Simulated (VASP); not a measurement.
# Ta: single point with PBE

The system is Ta, a slab with vacuum.

```
Ta
1.0
     2.87416    0.00000    0.00000
    -0.95805    2.70978    0.00000
     0.00000    0.00000   24.38695
Ta
5
Direct
  0.50000 0.50000 0.30754
  0.00000 0.00000 0.40377
  0.50000 0.50000 0.50000
  0.00000 0.00000 0.59623
  0.50000 0.50000 0.69246
```

```json
{
 "Program": "VASP 6.6.1",
 "Task": "single point",
 "Functional": "PBE",
 "Potentials or basis": "VASP PAW PBE potentials, release 64 (Ta_pv)",
 "Cutoff": "520 eV",
 "k mesh": "13 × 13 × 1",
 "Occupations": "gaussian, width 0.1 eV",
 "Spin": "no spin polarisation",
 "Dipole correction": "yes",
 "Further INCAR settings": "ALGO = Fast; EDIFF = 1e-07; NBANDS = 36"
}
```

```json
{
 "Largest force": "0.517 eV/Å"
}
```

Forces in eV/Å, atoms in the order of the input:
```
Ta   0.000  0.000  0.517
Ta   0.000  0.000 -0.419
Ta   0.000  0.000  0.000
Ta   0.000  0.000  0.419
Ta   0.000  0.000 -0.517
```

Levels at points of the mesh, in eV from the Fermi level:
```tsv
k point	band 25	band 26	band 27	band 28	band 29	band 30
(0.00, 0.00, 0.00)	-0.33	-0.04	0.27	0.42	0.52	0.65
```

It took 5.1 min on 1 thread of Intel(R) Xeon(R) 6975P-C (Granite Rapids), with other jobs on the host, peak memory 0.46 GiB.

Caveat: spin-orbit coupling is left out, which moves the levels of the heavy elements.
